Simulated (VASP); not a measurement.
# GeSe (Pnma) in VASP: electric field gradients with r2SCAN

Aim: the electric field gradients of GeSe with r2SCAN.

Everything below comes from runs of VASP 6.6.1. Logs are shortened: lines on timing, memory, paths and dates and some standing lists are left out, and cuts for length are marked.

### Step 1. The cell of the first run

The structure is orthorhombic, space group Pnma (No. 62). The conventional cell has a = 10.820 Å, b = 3.850 Å, c = 4.400 Å, α = 90.00°, β = 90.00°, γ = 90.00°. Ge (site symmetry m) has 6 Se at 2.58 to 3.32 Å and 2 Ge at 3.39 Å within 3.4 Å. Se (site symmetry m) has 6 Ge at 2.58 to 3.32 Å within 3.4 Å.

### Step 2. Electric field gradients, r2SCAN

File POSCAR:

```
GeSe
1.0
   10.8200000000      0.0000000000      0.0000000000
    0.0000000000      3.8500000000      0.0000000000
    0.0000000000      0.0000000000      4.4000000000
Ge Se
4 4
Direct
    0.1200870548      0.2500000000      0.1156286254
    0.8799129452      0.7500000000      0.8843713746
    0.3799129452      0.7500000000      0.6156286254
    0.6200870548      0.2500000000      0.3843713746
    0.8546925871      0.2500000000      0.4940705378
    0.1453074129      0.7500000000      0.5059294622
    0.6453074129      0.7500000000     -0.0059294622
    0.3546925871      0.2500000000      0.0059294622
```

File INCAR.step1:

```
SYSTEM = GeSe
ALGO = Normal ; EDIFF = 1E-5
ENCUT = 450 ; GGA = PE
GGA_COMPAT = .FALSE. ; ISMEAR = -1
KPAR = 4 ; LASPH = .TRUE.
LCHARG = .FALSE. ; LREAL = .FALSE.
LWAVE = .TRUE. ; NBANDS = 50
NELM = 120 ; PREC = Accurate
SIGMA = 0.02
```

File INCAR.step2:

```
SYSTEM = GeSe
ALGO = Normal ; EDIFF = 1E-8
ENCUT = 450 ; GGA_COMPAT = .FALSE.
ISIF = 2 ; ISMEAR = -1
ISTART = 1 ; KPAR = 4
LASPH = .TRUE. ; LCHARG = .FALSE.
LEFG = .TRUE. ; LMIXTAU = .TRUE.
LREAL = .FALSE. ; LWAVE = .FALSE.
METAGGA = R2SCAN ; NBANDS = 50
NELM = 120 ; PREC = Accurate
SIGMA = 0.02
```

File KPOINTS:

```
k-points
0
G
  4 11 10
  0 0 0
```

Potentials or basis: VASP PAW PBE potentials, release 64 (Ge_d, Se).

Command:

```
cat potpaw_PBE.64/Ge_d/POTCAR potpaw_PBE.64/Se/POTCAR > POTCAR
cp INCAR.step1 INCAR
mpirun -np 4 vasp_std > vasp.out
cp INCAR.step2 INCAR
mpirun -np 4 vasp_std > vasp.out
```

OUTCAR:

```text
SYSTEM = GeSe
   EDIFF = 1E-8
   ENCUT = 450
   ISIF = 2
   ISMEAR = -1
   ISTART = 1
   LASPH = .TRUE.
   LREAL = .FALSE.
   METAGGA = R2SCAN
   NELM = 120
   PREC = Accurate

 ion  position               nearest neighbor table
   1  0.120  0.250  0.116-   8 2.58   6 2.59   6 2.59
   2  0.880  0.750  0.884-   7 2.58   5 2.59   5 2.59
   3  0.380  0.750  0.616-   6 2.58   8 2.59   8 2.59
   4  0.620  0.250  0.384-   5 2.58   7 2.59   7 2.59
   5  0.855  0.250  0.494-   4 2.58   2 2.59   2 2.59
   6  0.145  0.750  0.506-   3 2.58   1 2.59   1 2.59
   7  0.645  0.750  0.994-   2 2.58   4 2.59   4 2.59
   8  0.355  0.250  0.006-   1 2.58   3 2.59   3 2.59

  LATTYP: Found a simple orthorhombic cell.
 ALAT       =     3.8500000000
 B/A-ratio  =     1.1428571429
 C/A-ratio  =     2.8103896104

  Lattice vectors:

 A1 = (   0.0000000000,   3.8500000000,   0.0000000000)
 A2 = (   0.0000000000,   0.0000000000,   4.4000000000)
 A3 = (  10.8200000000,   0.0000000000,   0.0000000000)

Analysis of symmetry for initial positions (statically):
=====================================================================
 Subroutine PRICEL returns:
 Original cell was already a primitive cell.

 Routine SETGRP: Setting up the symmetry group for a
 simple orthorhombic supercell.

 Subroutine GETGRP returns: Found  8 space group operations
 (whereof  2 operations were pure point group operations)
 out of a pool of  8 trial point group operations.

The static configuration has the point symmetry S_2 .
 The point group associated with its full space group is D_2h.

Analysis of symmetry for dynamics (positions and initial velocities):
=====================================================================
 Subroutine PRICEL returns:
 Original cell was already a primitive cell.

 Routine SETGRP: Setting up the symmetry group for a
 simple orthorhombic supercell.

 Subroutine GETGRP returns: Found  8 space group operations
 (whereof  2 operations were pure point group operations)
 out of a pool of  8 trial point group operations.

The dynamic configuration has the point symmetry S_2 .
 The point group associated with its full space group is D_2h.

 Subroutine INISYM returns: Found  8 space group operations
 (whereof  2 operations are pure point group operations),
 and found     1 'primitive' translations

----------------------------------------------------------------------------------------

                                     Primitive cell

  volume of cell :     183.2908

  direct lattice vectors                    reciprocal lattice vectors
    10.820000000  0.000000000  0.000000000     0.092421442  0.000000000  0.000000000
     0.000000000  3.850000000  0.000000000     0.000000000  0.259740260  0.000000000
     0.000000000  0.000000000  4.400000000     0.000000000  0.000000000  0.227272727

  length of vectors
    10.820000000  3.850000000  4.400000000     0.092421442  0.259740260  0.227272727

  position of ions in fractional coordinates (direct lattice)
     0.120087055  0.250000000  0.115628625
     0.879912945  0.750000000  0.884371375
     0.379912945  0.750000000  0.615628625
     0.620087055  0.250000000  0.384371375
     0.854692587  0.250000000  0.494070538
     0.145307413  0.750000000  0.505929462
     0.645307413  0.750000000  0.994070538
     0.354692587  0.250000000  0.005929462

  ion indices of the primitive-cell ions
   primitive index   ion index
                 1           1
                 2           2
                 3           3
                 4           4
                 5           5
                 6           6
[... 72 lines left out ...]
   ENCUT  =  450.0 eV  33.07 Ry    5.75 a.u.  18.72  6.66  7.61*2*pi/ulx,y,z
   NELM   =    120;   NELMIN=  2; NELMDL=  0     # of ELM steps
   EDIFF  = 0.1E-07   stopping-criterion for ELM
   LREAL  =      F    real-space projection
   EDIFFG = 0.1E-06   stopping-criterion for IOM
   NSW    =      0    number of steps for IOM
   IBRION =     -1    ionic relax: 0-MD 1-quasi-New 2-CG
   NFREE  =      0    steps in history (QN), initial steepest desc. (CG)
   ISIF   =      2    stress and relaxation
   ISYM   =      2    0-nonsym 1-usesym 2-fastsym
   POTIM  = 0.5000    time-step for ionic-motion
   TEBEG  =    0.0;   TEEND  =   0.0 temperature during run
   PSTRESS=    0.0 pullay stress
   NELECT =      80.0000    total number of electrons
   NUPDOWN=      -1.0000    fix difference up-down
   EMIN   =  10.00;   EMAX   =-10.00  energy-range for DOS
   EFERMI =   0.00;   METHOD = LEGACY
   ISMEAR =    -1;   SIGMA  =   0.02  broadening in eV -4-tet -1-fermi 0-gaus
   EFERMI_NEDOS =   21; number of points for ismear=-14 and -15
   IALGO  =     38    algorithm
   IMIX   =      4    mixing-type and parameters
     AMIX     =   0.40;   BMIX     =  1.00
     AMIX_MAG =   1.60;   BMIX_MAG =  1.00
  volume/ion in A,a.u.               =      22.91       154.61
  Fermi-wavevector in a.u.,A,eV,Ry     =   1.241818  2.346696 20.981706  1.542112
  Thomas-Fermi vector in A             =   2.376199
   LORBIT       =      0    0 simple, 1 ext, 2 COOP (PROOUT), +10 PAW based schemes
   METAGGA = R2SCAN    functional components
   LHFCALC =     F    Hartree Fock is set to
   AEXX    =    0.0000 exact exchange contribution
   IVDW    =     0    specifies the selected vdW correction
   LEPSILON=     F    determine dielectric tensor
   LRPA    =     F    only Hartree local field effects (RPA)
 non-spin polarized calculation
  energy-cutoff  :      450.00
  volume of cell :      183.29
 maximum number of plane-waves:      4000
 NGX is ok and might be reduce to    80
   NGX = 37   NGY = 13   NGZ = 15

 number of electron      79.9999983 magnetization

 Free energy of the ion-electron system (eV)
  ---------------------------------------------------
  ext. energy  EPLUGINS =         0.00000000
  ---------------------------------------------------
  free energy    TOTEN  =      -114.21140168 eV

  energy without entropy =     -114.21140168  energy(sigma->0) =     -114.21140168

 E-fermi :   4.6128     XC(G=0): -10.5824

 val. band max:        4.1649084520   @ k =   0.0000   0.0000   0.3000
 cond. band min:       5.0606029108   @ k =   0.0000   0.0000   0.0000
 fundamental gap:      0.8956944588
 Fermi energy:         4.6127702890

 k-point     1 :       0.0000    0.0000    0.0000
  band No.  band energies     occupation
      1     -21.0988      2.00000
      2     -21.0954      2.00000
      3     -21.0935      2.00000
      4     -21.0930      2.00000
      5     -21.0920      2.00000
      6     -21.0917      2.00000
[... 1261 lines left out ...]
     49       9.3171      0.00000
     50       9.3171      0.00000

 [... further k-points ...]

------------------------ aborting loop because EDIFF is reached ----------------------------------------

  FORCE on cell =-STRESS in cart. coord.  units (eV):
  Direction    XX          YY          ZZ          XY          YZ          ZX
  --------------------------------------------------------------------------------------
  -------------------------------------------------------------------------------------
  Total        0.5977798      0.0248246      0.4930081      0.0000000      0.0000000      0.0000000
  in kB        5.2252990      0.2169961      4.3094712      0.0000000      0.0000000      0.0000000
  external PRESSURE =       3.2505888 kB  Pullay stress =       0.0000000 kB

 VOLUME and BASIS-vectors are now :
 -----------------------------------------------------------------------------
  energy-cutoff  :      450.00
  volume of cell :      183.29
      direct lattice vectors                 reciprocal lattice vectors
    10.820000000  0.000000000  0.000000000     0.092421442  0.000000000  0.000000000
     0.000000000  3.850000000  0.000000000     0.000000000  0.259740260  0.000000000
     0.000000000  0.000000000  4.400000000     0.000000000  0.000000000  0.227272727

 POSITION                                       TOTAL-FORCE (eV/Angst)
 -----------------------------------------------------------------------------------
      1.29934      0.96250      0.50877         0.212754     -0.000000      0.210393
      9.52066      2.88750      3.89123        -0.212754      0.000000     -0.210393
      4.11066      2.88750      2.70877        -0.212754      0.000000      0.210393
      6.70934      0.96250      1.69123         0.212754      0.000000     -0.210393
      9.24777      0.96250      2.17391        -0.150296     -0.000000      0.232462
      1.57223      2.88750      2.22609         0.150296      0.000000     -0.232462
      6.98223      2.88750      4.37391         0.150296      0.000000      0.232462
      3.83777      0.96250      0.02609        -0.150296      0.000000     -0.232462
 -----------------------------------------------------------------------------------
    total drift:                                0.000000      0.000000      0.000000

  FREE ENERGIE OF THE ION-ELECTRON SYSTEM (eV)
  ---------------------------------------------------
  free  energy   TOTEN  =      -114.2114016755 eV

  energy  without entropy=     -114.2114016755  energy(sigma->0) =     -114.21140168

 Electric field gradients (V/A^2)
---------------------------------------------------------------------
 ion       V_xx      V_yy      V_zz      V_xy      V_xz      V_yz
---------------------------------------------------------------------
   1     -26.860    24.052     2.808    -0.000   -51.413     0.000
   2     -26.860    24.052     2.808     0.000   -51.413    -0.000
   3     -26.860    24.052     2.808     0.000    51.413     0.000
   4     -26.860    24.052     2.808    -0.000    51.413     0.000
   5     -38.353    45.623    -7.270    -0.000    69.480    -0.000
   6     -38.353    45.623    -7.270     0.000    69.480    -0.000
   7     -38.353    45.623    -7.270     0.000   -69.480     0.000
   8     -38.353    45.623    -7.270     0.000   -69.480    -0.000
---------------------------------------------------------------------

 Electric field gradients after diagonalization (V/A^2)
 (convention: |V_zz| > |V_xx| > |V_yy|)
----------------------------------------------------------------------
 ion       V_xx      V_yy      V_zz     asymmetry (V_yy - V_xx)/ V_zz
----------------------------------------------------------------------
   1      41.484    24.052   -65.536       0.266
   2      41.484    24.052   -65.536       0.266
   3      41.484    24.052   -65.536       0.266
   4      41.484    24.052   -65.536       0.266
   5      48.386    45.623   -94.009       0.029
   6      48.386    45.623   -94.009       0.029
   7      48.386    45.623   -94.009       0.029
   8      48.386    45.623   -94.009       0.029
----------------------------------------------------------------------

           NMR quadrupolar parameters

 Cq : quadrupolar parameter    Cq=e*Q*V_zz/h
 eta: asymmetry parameters     (V_yy - V_xx)/ V_zz
 Q  : nuclear electric quadrupole moment in mb (millibarn)
----------------------------------------------------------------------
 ion       Cq(MHz)       eta       Q (mb)
----------------------------------------------------------------------
   1      -0.158       0.266       1.000
   2      -0.158       0.266       1.000
   3      -0.158       0.266       1.000
   4      -0.158       0.266       1.000
   5      -0.227       0.029       1.000
   6      -0.227       0.029       1.000
   7      -0.227       0.029       1.000
   8      -0.227       0.029       1.000
----------------------------------------------------------------------
```

Wall time 20 min (4 MPI ranks of Oxide Virtual Turin-like, shared host); peak memory 0.67 GiB.

Results:

```yaml
Free_energy: -114.2114 eV
Pressure: 0.3 GPa
Largest_force: 0.299 eV/Å
Band_gap_on_the_k_mesh: 0.90 eV (least direct gap 1.10 eV)
Largest_electric_field_gradient_by_atom: Ge -65.5; Se -94.0 V/Å²
```

Forces in eV/Å, atoms in the order of the input:
```
Ge   0.213  0.000  0.210
Ge  -0.213  0.000 -0.210
Ge  -0.213  0.000  0.210
Ge   0.213  0.000 -0.210
Se  -0.150  0.000  0.232
Se   0.150  0.000 -0.232
Se   0.150  0.000  0.232
Se  -0.150  0.000 -0.232
```

Electric field gradients, principal values (V/Å²):
```
atom   least  middle  greatest (by size)
1 Ge  24.052  41.484             -65.536
2 Ge  24.052  41.484             -65.536
3 Ge  24.052  41.484             -65.536
4 Ge  24.052  41.484             -65.536
5 Se  45.623  48.386             -94.009
6 Se  45.623  48.386             -94.009
7 Se  45.623  48.386             -94.009
8 Se  45.623  48.386             -94.009
```

Caveat: without QUAD_EFG the Cq values of the log hold for a quadrupole moment of 1 mb, not for the nuclei; the PAW data sets were made with another functional, which shifts forces and pressure a little. A k mesh can miss the band edges.
